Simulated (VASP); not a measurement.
# NiO (Fm-3m) in VASP: notebook, part 2 of 2

VASP 6.6.1. Earlier steps stand in the parts before.

## 3. Single point, RPBE+D4, collinear spin, ferromagnetic start

This run uses another cell than the first one, of 9.43 Å³/atom.

INCAR

```
SYSTEM = NiO
PREC     = Accurate       ! precision mode
ENCUT    = 520            ! plane-wave cutoff, eV
EDIFF    = 1E-7           ! SCF threshold, eV
ISMEAR   = -1             ! smearing method
SIGMA    = 0.05           ! smearing width, eV
LREAL    = .False.        ! projectors in reciprocal space
LASPH    = .True.         ! aspherical terms in the spheres
NELM     = 150            ! most SCF steps
ALGO     = Normal         ! electronic algorithm
ISIF     = 2              ! what is computed and relaxed
LWAVE    = .False.        ! write WAVECAR
LCHARG   = .False.        ! write CHGCAR
ISPIN    = 2              ! spin polarisation
MAGMOM   = 1 0            ! initial moments
LORBIT   = 11             ! projections on sites
LMAXMIX  = 4              ! l up to which the mixer works
GGA      = RP             ! functional
IVDW     = 13             ! dispersion correction
NBANDS   = 19             ! bands
```

KPOINTS

```
Automatic mesh
0
Gamma
  11 11 11
  0 0 0
```

POSCAR

```
NiO
1.0
    0.0000000000      2.1129943930      2.1129943930
    2.1129943930      0.0000000000      2.1129943930
    2.1129943930      2.1129943930      0.0000000000
Ni O
1 1
Direct
    0.0000000000      0.0000000000      0.0000000000
    0.5000000000      0.5000000000      0.5000000000
```

Potentials or basis: VASP PAW PBE potentials, release 64 (Ni, O).

Launch:

```
> cat potpaw_PBE.64/Ni/POTCAR potpaw_PBE.64/O/POTCAR > POTCAR
> mpirun -np 1 vasp_std > vasp.out
```

OUTCAR:

```text
SYSTEM = NiO
   PREC = Accurate
   ENCUT = 520
   EDIFF = 1E-7
   ISMEAR = -1
   LREAL = .False.
   LASPH = .True.
   NELM = 150
   ISIF = 2
   ISPIN = 2
   LORBIT = 11
   GGA = RP
   IVDW = 13

 ion  position               nearest neighbor table
   1  0.000  0.000  0.000-   2 2.11   2 2.11   2 2.11   2 2.11   2 2.11   2 2.11
   2  0.500  0.500  0.500-   1 2.11   1 2.11   1 2.11   1 2.11   1 2.11   1 2.11

  LATTYP: Found a face centered cubic cell.
 ALAT       =     4.2259887860

  Lattice vectors:

 A1 = (   0.0000000000,   2.1129943930,   2.1129943930)
 A2 = (   2.1129943930,   0.0000000000,   2.1129943930)
 A3 = (   2.1129943930,   2.1129943930,   0.0000000000)

Analysis of symmetry for initial positions (statically):
=====================================================================
 Subroutine PRICEL returns:
 Original cell was already a primitive cell.

 Routine SETGRP: Setting up the symmetry group for a
 face centered cubic supercell.

 Subroutine GETGRP returns: Found 48 space group operations
 (whereof 48 operations were pure point group operations)
[... 1246 lines left out ...]

 [... further k-points ...]

------------------------ aborting loop because EDIFF is reached ----------------------------------------

  DFT-D4 for vdW energy calculation

  Edisp (eV):   -1.45079

  FORCE on cell =-STRESS in cart. coord.  units (eV):
  Direction    XX          YY          ZZ          XY          YZ          ZX
  --------------------------------------------------------------------------------------
  -------------------------------------------------------------------------------------
  Total      -0.05644    -0.05644    -0.05644    -0.00000    -0.00000    -0.00000
  in kB      -4.79220    -4.79220    -4.79220    -0.00000    -0.00000    -0.00000
  external pressure =       -4.79 kB  Pullay stress =        0.00 kB

 VOLUME and BASIS-vectors are now :
 -----------------------------------------------------------------------------
  energy-cutoff  :      520.00
  volume of cell :       18.87
      direct lattice vectors                 reciprocal lattice vectors
     0.000000000  2.112994393  2.112994393    -0.236631011  0.236631011  0.236631011
     2.112994393  0.000000000  2.112994393     0.236631011 -0.236631011  0.236631011
     2.112994393  2.112994393  0.000000000     0.236631011  0.236631011 -0.236631011

 POSITION                                       TOTAL-FORCE (eV/Angst)
 -----------------------------------------------------------------------------------
      0.00000      0.00000      0.00000         0.000000      0.000000      0.000000
      2.11299      2.11299      2.11299        -0.000000     -0.000000     -0.000000
 -----------------------------------------------------------------------------------
    total drift:                                0.000000     -0.000000     -0.000000

  FREE ENERGIE OF THE ION-ELECTRON SYSTEM (eV)
  ---------------------------------------------------
  free  energy   TOTEN  =       -12.0718456820 eV

  energy  without entropy=      -12.0647940116  energy(sigma->0) =      -12.06831985

 total charge

# of ion       s       p       d       tot
------------------------------------------
    1        0.319   0.377   8.203   8.899
    2        1.561   3.424   0.000   4.984
--------------------------------------------------
tot          1.879   3.801   8.203  13.883

 magnetization (x)

# of ion       s       p       d       tot
------------------------------------------
    1        0.011   0.013   1.508   1.532
    2        0.027   0.264   0.000   0.291
--------------------------------------------------
tot          0.038   0.277   1.508   1.823
```

OSZICAR:

```text
N       E                     dE             d eps       ncg     rms          rms(c)
DAV:   1     0.853891968869E+02    0.85389E+02   -0.70555E+03  4507   0.103E+03
DAV:   2    -0.760509673636E+01   -0.92994E+02   -0.81068E+02  4406   0.233E+02
DAV:   3    -0.126991679695E+02   -0.50941E+01   -0.48816E+01  4890   0.557E+01
DAV:   4    -0.127451374293E+02   -0.45969E-01   -0.45912E-01  4712   0.512E+00
[... 10 lines left out ...]
DAV:  15    -0.106210346676E+02   -0.64453E-04   -0.27212E-05  5866   0.836E-02    0.462E-02
DAV:  16    -0.106210522610E+02   -0.17593E-04   -0.18226E-05  5620   0.113E-01    0.463E-03
DAV:  17    -0.106210525693E+02   -0.30835E-06   -0.38062E-06  4652   0.158E-02    0.405E-03
DAV:  18    -0.106210524249E+02    0.14448E-06   -0.32280E-07  4557   0.125E-02    0.918E-04
DAV:  19    -0.106210524675E+02   -0.42648E-07   -0.35635E-08  2527   0.204E-03
   1 F= -.12071846E+02 E0= -.12068320E+02  d E =-.705167E-02  mag=     1.8680
```

stdout:

```text
POSCAR found type information on POSCAR NiO
 POSCAR found :  2 types and       2 ions
 scaLAPACK will be used
 -----------------------------------------------------------------------------
|                                                                             |
|                                                                             |
|     You enforced a specific xc type in the INCAR file but a different       |
|     I HOPE YOU KNOW WHAT YOU ARE DOING!                                     |
|                                                                             |
 -----------------------------------------------------------------------------

 LDA part: xc-table for (Slater+PW92), standard interpolation
 POSCAR, INCAR and KPOINTS ok, starting setup
 FFT: planning ... GRIDC
 FFT: planning ... GRID_SOFT
 FFT: planning ... GRID
 WAVECAR not read
 entering main loop
```

Run time: 20 s. Hardware: 1 thread of Intel Xeon 6975P-C (Granite Rapids), shared host; peak memory 0.16 GiB.

Results:

* Free energy: -12.0718 eV
* Pressure: -0.5 GPa
* Net moment: 1.87 μB per cell
* Site moments: Ni +1.53; O +0.29 μB
* Valence electrons inside the program's atomic spheres: Ni 8.90; O 4.98
* Dispersion energy per atom: -0.725 eV

Caveat: the PAW data sets were made with another functional, which shifts forces and pressure a little; a cell with one magnetic atom can't hold antiferromagnetic order, which such compounds often take; semilocal functionals often make such compounds metallic where correlation or magnetic order opens a gap, which also shifts bond lengths.

## 4. Comparison with measurements

Step 2. Measured gap of NiO: 4.3 eV (quoted in “Local correlations, non-local screening, multiplets, and band formation in NiO”, 2012, arxiv:1210.6675). This calculation gives 0.00 eV (-4.30 eV). So large a miss can be the level of theory's own, or it may mean another phase, state or a wrong row. The value is that of revPBE+D3(BJ) on a finite k mesh, which can miss the band edges, without temperature or zero-point motion. Semilocal functionals fall short of measured gaps as a rule. The run's magnetic order (collinear spin, ferromagnetic start) needn't be the measured crystal's.

Step 3. Measured gap of NiO: 4.3 eV (quoted in “Local correlations, non-local screening, multiplets, and band formation in NiO”, 2012, arxiv:1210.6675). This calculation gives 0.00 eV (-4.30 eV). So large a miss can be the level of theory's own, or it may mean another phase, state or a wrong row. The value is that of RPBE+D4 on a finite k mesh, which can miss the band edges, without temperature or zero-point motion. Semilocal functionals fall short of measured gaps as a rule. The run's magnetic order (collinear spin, ferromagnetic start) needn't be the measured crystal's.
